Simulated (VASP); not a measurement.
# Hf (P6_3/mmc) in VASP: notebook

Hf is run at these levels: PBEsol; tasks: single point.

Program: VASP 6.6.1. These are calculated values, not measurements. Logs are shortened: lines on timing, memory, paths and dates and some standing lists are left out, and cuts for length are marked.

## 1. The cell of the first run

Symmetry: P6_3/mmc, No. 194, hexagonal system. The conventional cell has a = 3.143 Å, b = 3.143 Å, c = 4.972 Å, α = 90.00°, β = 90.00°, γ = 120.00°. Within 4.1 Å of Hf (site symmetry -6m2) lie 12 Hf at 3.08 to 3.14 Å.

## 2. Single point, PBEsol

Input file INCAR:

```
ALGO = Normal
EDIFF = 1E-6
ENCUT = 500
GGA = PS
GGA_COMPAT = F
ISIF = 2
ISMEAR = 1
LASPH = T
LCHARG = F
LREAL = F
LWAVE = F
NBANDS = 17
NELM = 120
PREC = Accurate
SIGMA = 0.15
```

Input file KPOINTS:

```
k-points
0
Gamma
  12 12 7
```

Input file POSCAR:

```
Hf
1.0
    3.1425081750      0.0000000000      0.0000000000
   -1.5712540875      2.7214915098      0.0000000000
    0.0000000000      0.0000000000      4.9720580121
Hf
2
Direct
    0.3333333333      0.6666666667      0.2500000000
    0.6666666667      0.3333333333      0.7500000000
```

Potentials or basis: VASP PAW PBE potentials, release 64 (Hf_pv).

The run is started by

```
> cat potpaw_PBE.64/Hf_pv/POTCAR > POTCAR
> mpirun -np 1 vasp_std > vasp.out
```

OUTCAR:

```text
EDIFF = 1E-6
   ENCUT = 500
   GGA = PS
   ISIF = 2
   ISMEAR = 1
   LASPH = T
   LREAL = F
   NELM = 120
   PREC = Accurate

 ion  position               nearest neighbor table
   1  0.333  0.667  0.250-   2 3.08   2 3.08   2 3.08   2 3.08   2 3.08   2 3.08
   2  0.667  0.333  0.750-   1 3.08   1 3.08   1 3.08   1 3.08   1 3.08   1 3.08

  LATTYP: Found a hexagonal cell.
 ALAT       =     3.1425081750
 C/A-ratio  =     1.5821941377

  Lattice vectors:

 A1 = (   3.1425081750,   0.0000000000,   0.0000000000)
 A2 = (  -1.5712540875,   2.7214915098,   0.0000000000)
 A3 = (   0.0000000000,   0.0000000000,   4.9720580121)

Analysis of symmetry for initial positions (statically):
=====================================================================
 Subroutine PRICEL returns:
 Original cell was already a primitive cell.

 Routine SETGRP: Setting up the symmetry group for a
 hexagonal supercell.

 Subroutine GETGRP returns: Found 24 space group operations
 (whereof 12 operations were pure point group operations)
 out of a pool of 24 trial point group operations.

The static configuration has the point symmetry D_3d.
 The point group associated with its full space group is D_6h.

Analysis of symmetry for dynamics (positions and initial velocities):
=====================================================================
 Subroutine PRICEL returns:
 Original cell was already a primitive cell.

 Routine SETGRP: Setting up the symmetry group for a
 hexagonal supercell.

 Subroutine GETGRP returns: Found 24 space group operations
 (whereof 12 operations were pure point group operations)
 out of a pool of 24 trial point group operations.

The dynamic configuration has the point symmetry D_3d.
 The point group associated with its full space group is D_6h.

 Subroutine INISYM returns: Found 24 space group operations
 (whereof 12 operations are pure point group operations),
 and found     1 'primitive' translations

----------------------------------------------------------------------------------------

                                     Primitive cell

  volume of cell :      42.5226

  direct lattice vectors                    reciprocal lattice vectors
     3.142508175  0.000000000  0.000000000     0.318217151  0.183722785  0.000000000
    -1.571254088  2.721491510  0.000000000     0.000000000  0.367445570  0.000000000
     0.000000000  0.000000000  4.972058012     0.000000000  0.000000000  0.201123961

  length of vectors
     3.142508175  3.142507827  4.972058012     0.367445530  0.367445570  0.201123961

  position of ions in fractional coordinates (direct lattice)
     0.333333333  0.666666667  0.250000000
     0.666666667  0.333333333  0.750000000

  ion indices of the primitive-cell ions
   primitive index   ion index
                 1           1
                 2           2

----------------------------------------------------------------------------------------

 KPOINTS: k-points

Automatic generation of k-mesh.
 Grid dimensions read from file:
 generate k-points for:   12   12    7

 Generating k-lattice:

  Cartesian coordinates                     Fractional coordinates (reciprocal lattice)
     0.026518096  0.015310232  0.000000000     0.083333333  0.000000000  0.000000000
     0.000000000  0.030620464  0.000000000     0.000000000  0.083333333  0.000000000
     0.000000000  0.000000000  0.028731994     0.000000000  0.000000000  0.142857143

  Length of vectors
     0.030620461  0.030620464  0.028731994

  Shift w.r.t. Gamma in fractional coordinates (k-lattice)
     0.000000000  0.000000000  0.000000000

 Subroutine IBZKPT returns following result:
 ===========================================

 Found     76 irreducible k-points:

 Following reciprocal coordinates:
            Coordinates               Weight
  0.000000  0.000000  0.000000      1.000000
  0.083333  0.000000  0.000000      6.000000
  0.166667  0.000000  0.000000      6.000000
  0.250000  0.000000  0.000000      6.000000
  0.333333  0.000000  0.000000      6.000000
  0.416667  0.000000  0.000000      6.000000
[... 16 lines left out ...]
  0.250000  0.000000  0.142857     12.000000
  0.333333  0.000000  0.142857     12.000000
 [... further k-points ...]
   k-points           NKPTS =     76   k-points in BZ     NKDIM =     76   number of bands    NBANDS=     17
   number of dos      NEDOS =    301   number of ions     NIONS =      2
   total plane-waves  NPLWV =  20736
   dimension x,y,z NGX =    24 NGY =   24 NGZ =   36
   dimension x,y,z NGXF=    48 NGYF=   48 NGZF=   72
   ions per type =               2
   NGX,Y,Z   is equivalent  to a cutoff of  12.70, 12.70, 12.04 a.u.
   NGXF,Y,Z  is equivalent  to a cutoff of  25.39, 25.39, 24.07 a.u.
 SYSTEM =  unknown system
   PREC   = accura    normal or accurate (medium, high low for compatibility)
   ISTART =      0    job   : 0-new  1-cont  2-samecut
   ICHARG =      2    charge: 1-file 2-atom 10-const
[... 24 lines left out ...]
   IMIX   =      4    mixing-type and parameters
     AMIX     =   0.40;   BMIX     =  1.00
     AMIX_MAG =   1.60;   BMIX_MAG =  1.00
  volume/ion in A,a.u.               =      21.26       143.48
  Fermi-wavevector in a.u.,A,eV,Ry     =   1.273146  2.405898 22.053703  1.620901
  Thomas-Fermi vector in A             =   2.405986
   LORBIT       =      0    0 simple, 1 ext, 2 COOP (PROOUT), +10 PAW based schemes
   GGA     = PS    functional components
   LHFCALC =     F    Hartree Fock is set to
   AEXX    =    0.0000 exact exchange contribution
   IVDW    =     0    specifies the selected vdW correction
   LEPSILON=     F    determine dielectric tensor
   LRPA    =     F    only Hartree local field effects (RPA)
 non-spin polarized calculation
 Methfessel and Paxton  Order N= 1 SIGMA  =   0.15
  energy-cutoff  :      500.00
  volume of cell :       42.52
 maximum number of plane-waves:      1100
 NGX is ok and might be reduce to    24
   NGX = 11   NGY = 11   NGZ = 19

 number of electron      19.9999994 magnetization

 Free energy of the ion-electron system (eV)
  ---------------------------------------------------
  ext. energy  EPLUGINS =         0.00000000
  ---------------------------------------------------
  free energy    TOTEN  =       -21.00212182 eV

  energy without entropy =      -21.00216073  energy(sigma->0) =      -21.00213479

 E-fermi :   5.1285     XC(G=0): -11.6265

 val. band max:        5.1177999293   @ k =   0.0000   0.0000   0.4286
 cond. band min:       5.1292134603   @ k =   0.0833   0.0833   0.0000
 fundamental gap:      0.0114135310
 Fermi energy:         5.1285073854

 k-point     1 :       0.0000    0.0000    0.0000
  band No.  band energies     occupation
      1     -25.8876      2.00000
      2     -25.0058      2.00000
      3     -25.0058      2.00000
      4     -24.8549      2.00000
      5     -24.8549      2.00000
      6     -24.8534      2.00000
[... 9 lines left out ...]
     16       7.8407     -0.00000
     17      10.7186      0.00000

 k-point     2 :       0.0833    0.0000    0.0000
  band No.  band energies     occupation
      1     -25.8662      2.00000
      2     -25.0520      2.00000
      3     -25.0213      2.00000
      4     -24.9036      2.00000
      5     -24.8632      2.00000
      6     -24.8609      2.00000
[... 9 lines left out ...]
     16       7.6285     -0.00000
     17      10.8947      0.00000

 k-point     3 :       0.1667    0.0000    0.0000
  band No.  band energies     occupation
      1     -25.8049      2.00000
      2     -25.1779      2.00000
      3     -25.0619      2.00000
      4     -25.0329      2.00000
      5     -24.8928      2.00000
      6     -24.8786      2.00000
[... 9 lines left out ...]
     16       7.9545     -0.00000
     17      11.2577      0.00000

 k-point     4 :       0.2500    0.0000    0.0000
  band No.  band energies     occupation
      1     -25.7121      2.00000
      2     -25.3497      2.00000
      3     -25.2010      2.00000
      4     -25.1150      2.00000
      5     -24.9420      2.00000
      6     -24.9047      2.00000
[... 9 lines left out ...]
     16       8.8722      0.00000
     17      11.5916      0.00000
[... 343 lines left out ...]
      1     -25.7695      2.00000
      2     -25.1651      2.00000
      3     -25.0739      2.00000
      4     -25.0530      2.00000
      5     -24.9051      2.00000
      6     -24.8878      2.00000
[... 9 lines left out ...]
     16       8.0742     -0.00000
     17      11.2347      0.00000

 k-point    23 :       0.2500    0.0000    0.1429
  band No.  band energies     occupation
      1     -25.6981      2.00000
      2     -25.3257      2.00000
      3     -25.2359      2.00000
      4     -25.1047      2.00000
      5     -24.9471      2.00000
      6     -24.9153      2.00000
[... 9 lines left out ...]
     16       8.7891      0.00000
     17      11.4841      0.00000

 k-point    24 :       0.3333    0.0000    0.1429
  band No.  band energies     occupation
      1     -25.6532      2.00000
      2     -25.4546      2.00000
      3     -25.3801      2.00000
      4     -25.1546      2.00000
      5     -25.0028      2.00000
      6     -24.9440      2.00000
[... 9 lines left out ...]
     16       9.8449      0.00000
     17      11.6540      0.00000

 [... further k-points ...]
[... 5 lines left out ...]
  --------------------------------------------------------------------------------------
  -------------------------------------------------------------------------------------
  Total        0.4318153      0.4318151      0.4016781      0.0000000     -0.0000000      0.0000000
  in kB       16.2700537     16.2700489     15.1345385      0.0000000     -0.0000000      0.0000000
  external PRESSURE =      15.8915470 kB  Pullay stress =       0.0000000 kB

 VOLUME and BASIS-vectors are now :
 -----------------------------------------------------------------------------
  energy-cutoff  :      500.00
  volume of cell :       42.52
      direct lattice vectors                 reciprocal lattice vectors
     3.142508175  0.000000000  0.000000000     0.318217151  0.183722785  0.000000000
    -1.571254088  2.721491510  0.000000000     0.000000000  0.367445570  0.000000000
     0.000000000  0.000000000  4.972058012     0.000000000  0.000000000  0.201123961

 POSITION                                       TOTAL-FORCE (eV/Angst)
 -----------------------------------------------------------------------------------
     -0.00000      1.81433      1.24301         0.000000      0.000000      0.000000
      1.57125      0.90716      3.72904        -0.000000     -0.000000      0.000000
 -----------------------------------------------------------------------------------
    total drift:                               -0.000000      0.000000     -0.000000

  FREE ENERGIE OF THE ION-ELECTRON SYSTEM (eV)
  ---------------------------------------------------
  free  energy   TOTEN  =       -21.0021218210 eV

  energy  without entropy=      -21.0021607298  energy(sigma->0) =      -21.00213479
```

It took 29 s on 1 thread of Intel Xeon Platinum 8375C at 2.90GHz (Ice Lake), shared host; peak memory 0.18 GiB.

Results:

```yaml
Free_energy: -21.0021 eV
Pressure: 1.6 GPa
Band_gap_on_the_k_mesh: zero (band 10 reaches 6.29 eV, above the bottom of band 11 at 4.84 eV)
```

Levels at points of the mesh, in eV from the Fermi level:
```
           k point  band 8  band 9  band 10  band 11  band 12  band 13
(0.00, 0.00, 0.00)   -3.89    0.85     1.16     1.16     1.46     2.04
(0.50, 0.00, 0.00)   -2.96   -2.41    -0.71     0.75     0.92     1.75
```

Caveat: the PAW data sets were made with another functional, which shifts forces and pressure a little; spin-orbit coupling is left out, which moves the levels of the heavy elements.

## 3. Single point, PBEsol

This run uses another cell than the first one, of 21.93 Å³/atom, 1.032 times its volume.

Input file INCAR:

```
SYSTEM = Hf
ALGO = Normal
EDIFF = 1E-6
ENCUT = 500
GGA = PS
GGA_COMPAT = .False.
ISIF = 2
ISMEAR = 1
LASPH = .True.
LCHARG = .False.
LREAL = .False.
LWAVE = .False.
NBANDS = 17
NELM = 120
PREC = Accurate
SIGMA = 0.15
```

Input file KPOINTS:

```
k-points
0
Gamma
  12 12 7
  0 0 0
```

Input file POSCAR:

```
Hf
1.0
    3.1752449911      0.0000000000      0.0000000000
   -1.5876224956      2.7498424200      0.0000000000
    0.0000000000      0.0000000000      5.0238540107
Hf
2
Direct
    0.3333333333      0.6666666667      0.2500000000
    0.6666666667      0.3333333333      0.7500000000
```

Potentials or basis: VASP PAW PBE potentials, release 64 (Hf_pv).

The run is started by

```
> cat potpaw_PBE.64/Hf_pv/POTCAR > POTCAR
> mpirun -np 1 vasp_std > vasp.out
```

Run time: 23 s. Hardware: 1 thread of Intel Xeon Platinum 8375C at 2.90GHz (Ice Lake), shared host; peak memory 0.18 GiB.

The run converged. Its results:

| Item | Value |
| --- | --- |
| Free energy | -21.0003 eV |
| Pressure | -2.0 GPa |
| Band gap on the k mesh | zero (band 10 reaches 6.07 eV, above the bottom of band 11 at 4.60 eV) |

Stress tensor (GPa, compression positive):
```
-1.90  0.00  0.00
 0.00 -1.90  0.00
 0.00  0.00 -2.12
```

Levels at points of the mesh, in eV from the Fermi level:
| k point | band 7 | band 8 | band 9 | band 10 | band 11 | band 12 | band 13 | band 14 |
| --- | --- | --- | --- | --- | --- | --- | --- | --- |
| (0.00, 0.00, 0.00) | -7.47 | -3.79 | 0.73 | 1.16 | 1.16 | 1.44 | 2.00 | 2.00 |
| (0.50, 0.00, 0.00) | -3.41 | -2.84 | -2.31 | -0.77 | 0.75 | 0.88 | 1.69 | 6.00 |

Caveat: the PAW data sets were made with another functional, which shifts forces and pressure a little; spin-orbit coupling is left out, which moves the levels of the heavy elements.

## 4. Single point, PBEsol

This run uses another cell than the first one, of 22.60 Å³/atom, 1.063 times its volume.

Input file INCAR:

```
SYSTEM = Hf
PREC = Accurate ; ENCUT = 500
EDIFF = 1E-6 ; ISMEAR = 1
SIGMA = 0.15 ; LREAL = .FALSE.
LASPH = .TRUE. ; NELM = 120
ALGO = Normal ; ISIF = 2
LWAVE = .FALSE. ; LCHARG = .FALSE.
GGA = PS ; NBANDS = 17
GGA_COMPAT = .FALSE.
```

Input file KPOINTS:

```
Automatic mesh
0
G
  12 12 7
  0 0 0
```

Input file POSCAR:

```
Hf
1.0
    3.2073203438      0.0000000000      0.0000000000
   -1.6036601719      2.7776204862      0.0000000000
    0.0000000000      0.0000000000      5.0746034457
Hf
2
Direct
    0.3333333333      0.6666666667      0.2500000000
    0.6666666667      0.3333333333      0.7500000000
```

The run is started by

```
> cat potpaw_PBE.64/Hf_pv/POTCAR > POTCAR
> mpirun -np 1 vasp_std > vasp.out
```

Wall time 24 s (1 thread of Intel Xeon Platinum 8375C at 2.90GHz (Ice Lake), shared host); peak memory 0.18 GiB.

It converged, with:

```
Free energy            : -20.9706 eV
Pressure               : -5.1 GPa
Band gap on the k mesh : zero (band 10 reaches 5.85 eV, above the bottom of band 11 at 4.38 eV)
```

Stress tensor (GPa, compression positive):
```
-5.00  0.00  0.00
 0.00 -5.00  0.00
 0.00  0.00 -5.28
```

Levels at points of the mesh, in eV from the Fermi level:
```tsv
k point	band 6	band 7	band 8	band 9	band 10	band 11	band 12	band 13	band 14	band 15
(0.00, 0.00, 0.00)	-30.21	-7.37	-3.70	0.62	1.15	1.15	1.42	1.96	1.96	2.58
(0.50, 0.00, 0.00)	-30.30	-3.36	-2.73	-2.21	-0.82	0.76	0.84	1.63	5.80	6.30
```

Caveat: the PAW data sets were made with another functional, which shifts forces and pressure a little; spin-orbit coupling is left out, which moves the levels of the heavy elements.

## 5. Single point, PBEsol

This run uses another cell than the first one, of 23.28 Å³/atom, 1.095 times its volume.

Input file INCAR:

```
ALGO = Normal
EDIFF = 1E-6
ENCUT = 500
GGA = PS
GGA_COMPAT = False
ISIF = 2
ISMEAR = 1
LASPH = True
LCHARG = False
LREAL = False
LWAVE = False
NBANDS = 17
NELM = 120
PREC = Accurate
SIGMA = 0.15
```

Input file KPOINTS:

```
k-points
0
Gamma
  12 12 7
```

Input file POSCAR:

```
Hf
1.0
    3.2387666662      0.0000000000      0.0000000000
   -1.6193833331      2.8048537962      0.0000000000
    0.0000000000      0.0000000000      5.1243576326
Hf
2
Direct
    0.3333333333      0.6666666667      0.2500000000
    0.6666666667      0.3333333333      0.7500000000
```

The run is started by

```
> cat potpaw_PBE.64/Hf_pv/POTCAR > POTCAR
> mpirun -np 1 vasp_std > vasp.out
```

Wall time 24 s (1 thread of Intel Xeon Platinum 8375C at 2.90GHz (Ice Lake), shared host); peak memory 0.19 GiB.

It converged, with:

```
Free energy            : -20.9166 eV
Pressure               : -7.8 GPa
Band gap on the k mesh : zero (band 10 reaches 5.64 eV, above the bottom of band 11 at 4.16 eV)
```

Stress tensor (GPa, compression positive):
```
-7.69  0.00  0.00
 0.00 -7.69  0.00
 0.00  0.00 -8.01
```

Levels at points of the mesh, in eV from the Fermi level:
```csv
k point,band 7,band 8,band 9,band 10,band 11,band 12,band 13,band 14
"(0.00, 0.00, 0.00)",-7.27,-3.61,0.53,1.14,1.14,1.40,1.91,1.91
"(0.50, 0.00, 0.00)",-3.31,-2.63,-2.12,-0.86,0.76,0.80,1.58,5.61
```

Caveat: the PAW data sets were made with another functional, which shifts forces and pressure a little; spin-orbit coupling is left out, which moves the levels of the heavy elements.

## 6. Single point, PBEsol

This run uses another cell than the first one, of 23.95 Å³/atom, 1.126 times its volume.

Input file INCAR:

```
  PREC = Accurate
  ENCUT = 500
  EDIFF = 1E-6
  ISMEAR = 1
  SIGMA = 0.15
  LREAL = F
  LASPH = T
  NELM = 120
  ALGO = Normal
  ISIF = 2
  LWAVE = F
  LCHARG = F
  GGA = PS
  NBANDS = 17
  GGA_COMPAT = F
```

Input file KPOINTS:

```
Automatic mesh
0
Gamma
  12 12 7
```

Input file POSCAR:

```
Hf
1.0
    3.2696139196      0.0000000000      0.0000000000
   -1.6348069598      2.8315682973      0.0000000000
    0.0000000000      0.0000000000      5.1731639761
Hf
2
Direct
    0.3333333333      0.6666666667      0.2500000000
    0.6666666667      0.3333333333      0.7500000000
```

Potentials or basis: VASP PAW PBE potentials, release 64 (Hf_pv).

The run is started by

```
> cat potpaw_PBE.64/Hf_pv/POTCAR > POTCAR
> mpirun -np 1 vasp_std > vasp.out
```

Wall time 24 s (1 thread of Intel Xeon Platinum 8375C at 2.90GHz (Ice Lake), shared host); peak memory 0.19 GiB.

Results (log left out):

* Free energy: -20.8413 eV
* Pressure: -10.2 GPa
* Band gap on the k mesh: zero (band 10 reaches 5.45 eV, above the bottom of band 11 at 3.96 eV)

Stress tensor (GPa, compression positive):
```
-10.04   0.00   0.00
  0.00 -10.04   0.00
  0.00   0.00 -10.41
```

Levels at points of the mesh, in eV from the Fermi level:
```
           k point  band 7  band 8  band 9  band 10  band 11  band 12  band 13  band 14
(0.00, 0.00, 0.00)   -7.17   -3.53    0.44     1.13     1.13     1.38     1.87     1.87
(0.50, 0.00, 0.00)   -3.26   -2.53   -2.04    -0.89     0.76     0.77     1.53     5.42
```

Caveat: the PAW data sets were made with another functional, which shifts forces and pressure a little; spin-orbit coupling is left out, which moves the levels of the heavy elements.

## 7. Summary

```tsv
cell	gap on the mesh (eV)	pressure (GPa)
a = 3.143, b = 3.143, c = 4.972 Å, angles 90.0, 90.0, 120.0°, 2 atoms	none	1.6
a = 3.175, b = 3.175, c = 5.024 Å, angles 90.0, 90.0, 120.0°, 2 atoms	none	-2.0
a = 3.207, b = 3.207, c = 5.075 Å, angles 90.0, 90.0, 120.0°, 2 atoms	none	-5.1
a = 3.239, b = 3.239, c = 5.124 Å, angles 90.0, 90.0, 120.0°, 2 atoms	none	-7.8
a = 3.270, b = 3.270, c = 5.173 Å, angles 90.0, 90.0, 120.0°, 2 atoms	none	-10.2
```

Alike in all rows: task single point; level PBEsol; potentials or basis VASP PAW PBE potentials, release 64 (Hf_pv); no spin polarisation; k mesh 12 × 12 × 7; cutoff (eV) 500; smearing methfessel-paxton 0.15 eV.

Caveats: the PAW data sets were made with another functional, which shifts forces and pressure a little; spin-orbit coupling is left out, which moves the levels of the heavy elements.

Total energies depend on the potentials used, so only differences within one code and one set of settings carry meaning.
